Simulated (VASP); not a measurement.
# NaGeBr3 (Pm-3m) in VASP: further runs

The runs below take NaGeBr3 through single point, with PBE.

All numbers are computed with VASP 6.6.1; they aren't measurements. Logs are shortened: lines on timing, memory, paths and dates and some standing lists are left out, and cuts for length are marked.

## (1) The cell of the first run

The structure is cubic, space group Pm-3m (No. 221). The conventional cell has a = 5.309 Å, b = 5.309 Å, c = 5.309 Å, α = 90.00°, β = 90.00°, γ = 90.00°. Na (site symmetry m-3m) has 12 Br at 3.75 Å and 8 Ge at 4.60 Å within 4.9 Å. Within 3.5 Å of Ge (site symmetry m-3m) lie 6 Br at 2.65 Å. Br (site symmetry 4/mmm) has 2 Ge at 2.65 Å within 3.5 Å.

## (2) Single point, PBE (strain -3.0%)

Input file INCAR:

```
SYSTEM = NaGeBr3
ALGO     = Normal         ! electronic algorithm
EDIFF    = 1E-6           ! SCF threshold, eV
ENCUT    = 520            ! plane-wave cutoff, eV
GGA      = PE             ! functional
ISIF     = 2              ! what is computed and relaxed
ISMEAR   = -1             ! smearing method
LASPH    = .TRUE.         ! aspherical terms in the spheres
LCHARG   = .FALSE.        ! write CHGCAR
LREAL    = .FALSE.        ! projectors in reciprocal space
LWAVE    = .FALSE.        ! write WAVECAR
NBANDS   = 29             ! bands
NELM     = 100            ! most SCF steps
PREC     = Accurate       ! precision mode
SIGMA    = 0.02           ! smearing width, eV
```

Input file KPOINTS:

```
k-points
0
G
  6 6 6
  0 0 0
```

Input file POSCAR:

```
NaGeBr3
1.0
    5.3090168093      0.0000000000      0.0000000000
    0.0000000000      5.3090168093      0.0000000000
    0.0000000000      0.0000000000      5.3090168093
Na Ge Br
1 1 3
Direct
    0.0000000000      0.0000000000      0.0000000000
    0.5000000000      0.5000000000      0.5000000000
    0.5000000000      0.5000000000      0.0000000000
    0.5000000000      0.0000000000      0.5000000000
    0.0000000000      0.5000000000      0.5000000000
```

Potentials or basis: VASP PAW PBE potentials, release 64 (Na_pv, Ge_d, Br).

Started as:

```
$ cat potpaw_PBE.64/Na_pv/POTCAR potpaw_PBE.64/Ge_d/POTCAR potpaw_PBE.64/Br/POTCAR > POTCAR
$ mpirun -np 1 vasp_std > vasp.out
```

OUTCAR:

```text
SYSTEM = NaGeBr3
   EDIFF = 1E-6
   ENCUT = 520
   GGA = PE
   ISIF = 2
   ISMEAR = -1
   LASPH = .TRUE.
   LREAL = .FALSE.
   NELM = 100
   PREC = Accurate

 ion  position               nearest neighbor table
   1  0.000  0.000  0.000-
   2  0.500  0.500  0.500-   3 2.65   4 2.65   5 2.65   3 2.65   4 2.65   5 2.65
   3  0.500  0.500  0.000-   2 2.65   2 2.65
   4  0.500  0.000  0.500-   2 2.65   2 2.65
   5  0.000  0.500  0.500-   2 2.65   2 2.65

  LATTYP: Found a simple cubic cell.
 ALAT       =     5.3090168093

  Lattice vectors:

 A1 = (   5.3090168093,   0.0000000000,   0.0000000000)
 A2 = (   0.0000000000,   5.3090168093,   0.0000000000)
 A3 = (   0.0000000000,   0.0000000000,   5.3090168093)

Analysis of symmetry for initial positions (statically):
=====================================================================
 Subroutine PRICEL returns:
 Original cell was already a primitive cell.

 Routine SETGRP: Setting up the symmetry group for a
 simple cubic supercell.

 Subroutine GETGRP returns: Found 48 space group operations
 (whereof 48 operations were pure point group operations)
 out of a pool of 48 trial point group operations.

The static configuration has the point symmetry O_h .

Analysis of symmetry for dynamics (positions and initial velocities):
=====================================================================
 Subroutine PRICEL returns:
 Original cell was already a primitive cell.

 Routine SETGRP: Setting up the symmetry group for a
 simple cubic supercell.

 Subroutine GETGRP returns: Found 48 space group operations
 (whereof 48 operations were pure point group operations)
 out of a pool of 48 trial point group operations.

The dynamic configuration has the point symmetry O_h .

 Subroutine INISYM returns: Found 48 space group operations
 (whereof 48 operations are pure point group operations),
 and found     1 'primitive' translations

----------------------------------------------------------------------------------------

                                     Primitive cell

  volume of cell :     149.6381

  direct lattice vectors                    reciprocal lattice vectors
     5.309016809  0.000000000  0.000000000     0.188358793  0.000000000  0.000000000
     0.000000000  5.309016809  0.000000000     0.000000000  0.188358793  0.000000000
     0.000000000  0.000000000  5.309016809     0.000000000  0.000000000  0.188358793

  length of vectors
     5.309016809  5.309016809  5.309016809     0.188358793  0.188358793  0.188358793

  position of ions in fractional coordinates (direct lattice)
     0.000000000  0.000000000  0.000000000
     0.500000000  0.500000000  0.500000000
     0.500000000  0.500000000  0.000000000
     0.500000000  0.000000000  0.500000000
     0.000000000  0.500000000  0.500000000

  ion indices of the primitive-cell ions
   primitive index   ion index
                 1           1
                 2           2
                 3           3
                 4           4
                 5           5

----------------------------------------------------------------------------------------

 KPOINTS: k-points

Automatic generation of k-mesh.
 Grid dimensions read from file:
 generate k-points for:    6    6    6

 Generating k-lattice:

  Cartesian coordinates                     Fractional coordinates (reciprocal lattice)
     0.031393132  0.000000000  0.000000000     0.166666667  0.000000000  0.000000000
     0.000000000  0.031393132  0.000000000     0.000000000  0.166666667  0.000000000
     0.000000000  0.000000000  0.031393132     0.000000000  0.000000000  0.166666667

  Length of vectors
     0.031393132  0.031393132  0.031393132

  Shift w.r.t. Gamma in fractional coordinates (k-lattice)
     0.000000000  0.000000000  0.000000000

 Subroutine IBZKPT returns following result:
 ===========================================

 Found     20 irreducible k-points:

 Following reciprocal coordinates:
            Coordinates               Weight
  0.000000  0.000000  0.000000      1.000000
  0.166667  0.000000  0.000000      6.000000
  0.333333  0.000000  0.000000      6.000000
  0.500000  0.000000  0.000000      3.000000
  0.166667  0.166667  0.000000     12.000000
  0.333333  0.166667  0.000000     24.000000
[... 12 lines left out ...]
  0.500000  0.500000  0.333333      6.000000
  0.500000  0.500000  0.500000      1.000000
   k-points           NKPTS =     20   k-points in BZ     NKDIM =     20   number of bands    NBANDS=     29
   number of dos      NEDOS =    301   number of ions     NIONS =      5
   total plane-waves  NPLWV =  64000
   dimension x,y,z NGX =    40 NGY =   40 NGZ =   40
   dimension x,y,z NGXF=    80 NGYF=   80 NGZF=   80
   ions per type =               1   1   3
   NGX,Y,Z   is equivalent  to a cutoff of  12.53, 12.53, 12.53 a.u.
   NGXF,Y,Z  is equivalent  to a cutoff of  25.05, 25.05, 25.05 a.u.
 SYSTEM =  NaGeBr3
   PREC   = accura    normal or accurate (medium, high low for compatibility)
   ISTART =      0    job   : 0-new  1-cont  2-samecut
   ICHARG =      2    charge: 1-file 2-atom 10-const
   ISPIN  =      1    spin polarized calculation?
   LNONCOLLINEAR =      F non collinear calculations
   LSORBIT =      F    spin-orbit coupling
   LASPH  =      T    aspherical Exc in radial PAW
   ENCUT  =  520.0 eV  38.22 Ry    6.18 a.u.   9.87  9.87  9.87*2*pi/ulx,y,z
   NELM   =    100;   NELMIN=  2; NELMDL= -5     # of ELM steps
   EDIFF  = 0.1E-05   stopping-criterion for ELM
   LREAL  =      F    real-space projection
   EDIFFG = 0.1E-04   stopping-criterion for IOM
   NSW    =      0    number of steps for IOM
   IBRION =     -1    ionic relax: 0-MD 1-quasi-New 2-CG
   NFREE  =      0    steps in history (QN), initial steepest desc. (CG)
   ISIF   =      2    stress and relaxation
   ISYM   =      2    0-nonsym 1-usesym 2-fastsym
   POTIM  = 0.5000    time-step for ionic-motion
   TEBEG  =    0.0;   TEEND  =   0.0 temperature during run
   PSTRESS=    0.0 pullay stress
   NELECT =      42.0000    total number of electrons
   NUPDOWN=      -1.0000    fix difference up-down
   EMIN   =  10.00;   EMAX   =-10.00  energy-range for DOS
   EFERMI =   0.00;   METHOD = LEGACY
   ISMEAR =    -1;   SIGMA  =   0.02  broadening in eV -4-tet -1-fermi 0-gaus
   EFERMI_NEDOS =   21; number of points for ismear=-14 and -15
   IALGO  =     38    algorithm
   IMIX   =      4    mixing-type and parameters
     AMIX     =   0.40;   BMIX     =  1.00
     AMIX_MAG =   1.60;   BMIX_MAG =  1.00
  volume/ion in A,a.u.               =      29.93       201.96
  Fermi-wavevector in a.u.,A,eV,Ry     =   1.071874  2.025549 15.631929  1.148914
  Thomas-Fermi vector in A             =   2.207628
   LORBIT       =      0    0 simple, 1 ext, 2 COOP (PROOUT), +10 PAW based schemes
   GGA     = PE    functional components
   LHFCALC =     F    Hartree Fock is set to
   AEXX    =    0.0000 exact exchange contribution
   IVDW    =     0    specifies the selected vdW correction
   LEPSILON=     F    determine dielectric tensor
   LRPA    =     F    only Hartree local field effects (RPA)
 non-spin polarized calculation
  energy-cutoff  :      520.00
  volume of cell :      149.64
 maximum number of plane-waves:      4068
 NGX is ok and might be reduce to    40
   NGX = 19   NGY = 19   NGZ = 19

 number of electron      41.9999978 magnetization

 Free energy of the ion-electron system (eV)
  ---------------------------------------------------
  ext. energy  EPLUGINS =         0.00000000
  ---------------------------------------------------
  free energy    TOTEN  =       -14.81923952 eV

  energy without entropy =      -14.81887753  energy(sigma->0) =      -14.81905852

 E-fermi :   2.9006     XC(G=0):  -7.9874

 val. band max:        2.1456200553   @ k =   0.5000   0.5000   0.3333
 cond. band min:       2.9147252868   @ k =   0.5000   0.5000   0.5000
 fundamental gap:      0.7691052314
 Fermi energy:         2.9006324367

 k-point     1 :       0.0000    0.0000    0.0000
  band No.  band energies     occupation
      1     -23.2678      2.00000
      2     -23.2678      2.00000
      3     -23.2678      2.00000
      4     -22.9404      2.00000
      5     -22.9404      2.00000
      6     -22.9182      2.00000
[... 21 lines left out ...]
     28       8.5132      0.00000
     29       8.5132      0.00000

 k-point     2 :       0.1667    0.0000    0.0000
  band No.  band energies     occupation
      1     -23.2679      2.00000
      2     -23.2678      2.00000
      3     -23.2678      2.00000
      4     -22.9404      2.00000
      5     -22.9398      2.00000
      6     -22.9183      2.00000
[... 21 lines left out ...]
     28       7.6441      0.00000
     29       8.6143      0.00000

 k-point     3 :       0.3333    0.0000    0.0000
  band No.  band energies     occupation
      1     -23.2680      2.00000
      2     -23.2678      2.00000
      3     -23.2678      2.00000
      4     -22.9404      2.00000
      5     -22.9386      2.00000
      6     -22.9184      2.00000
[... 21 lines left out ...]
     28       8.4007      0.00000
     29       8.4366      0.00000

 k-point     4 :       0.5000    0.0000    0.0000
  band No.  band energies     occupation
      1     -23.2681      2.00000
      2     -23.2678      2.00000
      3     -23.2678      2.00000
      4     -22.9404      2.00000
      5     -22.9379      2.00000
      6     -22.9184      2.00000
[... 469 lines left out ...]
     28       8.8153      0.00000
     29       9.6451      0.00000

 k-point    19 :       0.5000    0.5000    0.3333
  band No.  band energies     occupation
      1     -23.2680      2.00000
      2     -23.2680      2.00000
      3     -23.2679      2.00000
      4     -22.9373      2.00000
      5     -22.9366      2.00000
      6     -22.9185      2.00000
[... 21 lines left out ...]
     28       8.6886      0.00000
     29       9.3960      0.00000

 k-point    20 :       0.5000    0.5000    0.5000
  band No.  band energies     occupation
      1     -23.2680      2.00000
      2     -23.2680      2.00000
      3     -23.2680      2.00000
      4     -22.9366      2.00000
      5     -22.9366      2.00000
      6     -22.9185      2.00000
[... 21 lines left out ...]
     28       9.0367      0.00000
     29       9.1450      0.00000

------------------------ aborting loop because EDIFF is reached ----------------------------------------

  FORCE on cell =-STRESS in cart. coord.  units (eV):
  Direction    XX          YY          ZZ          XY          YZ          ZX
  --------------------------------------------------------------------------------------
  -------------------------------------------------------------------------------------
  Total        2.8613872      2.8613872      2.8613872     -0.0000000      0.0000000      0.0000000
  in kB       30.6369062     30.6369062     30.6369062     -0.0000000      0.0000000      0.0000000
  external PRESSURE =      30.6369062 kB  Pullay stress =       0.0000000 kB

 VOLUME and BASIS-vectors are now :
 -----------------------------------------------------------------------------
  energy-cutoff  :      520.00
  volume of cell :      149.64
      direct lattice vectors                 reciprocal lattice vectors
     5.309016809  0.000000000  0.000000000     0.188358793  0.000000000  0.000000000
     0.000000000  5.309016809  0.000000000     0.000000000  0.188358793  0.000000000
     0.000000000  0.000000000  5.309016809     0.000000000  0.000000000  0.188358793

 POSITION                                       TOTAL-FORCE (eV/Angst)
 -----------------------------------------------------------------------------------
      0.00000      0.00000      0.00000         0.000000      0.000000      0.000000
      2.65451      2.65451      2.65451         0.000000      0.000000      0.000000
      2.65451      2.65451      0.00000         0.000000      0.000000      0.000000
      2.65451      0.00000      2.65451         0.000000      0.000000      0.000000
      0.00000      2.65451      2.65451         0.000000      0.000000      0.000000
 -----------------------------------------------------------------------------------
    total drift:                               -0.000000      0.000000     -0.000000

  FREE ENERGIE OF THE ION-ELECTRON SYSTEM (eV)
  ---------------------------------------------------
  free  energy   TOTEN  =       -14.8192395170 eV

  energy  without entropy=      -14.8188775323  energy(sigma->0) =      -14.81905852
```

Run time: 33 s. Hardware: 1 thread of Intel Xeon 6975P-C (Granite Rapids), shared host; peak memory 0.28 GiB.

Results:

- Free energy: -14.8192 eV
- Pressure: 3.1 GPa
- Band gap on the k mesh: zero (filled and empty bands touch)

Caveat: the cell differs from its parent crystal (strain -3.0%).

[end of part 1 of 2]
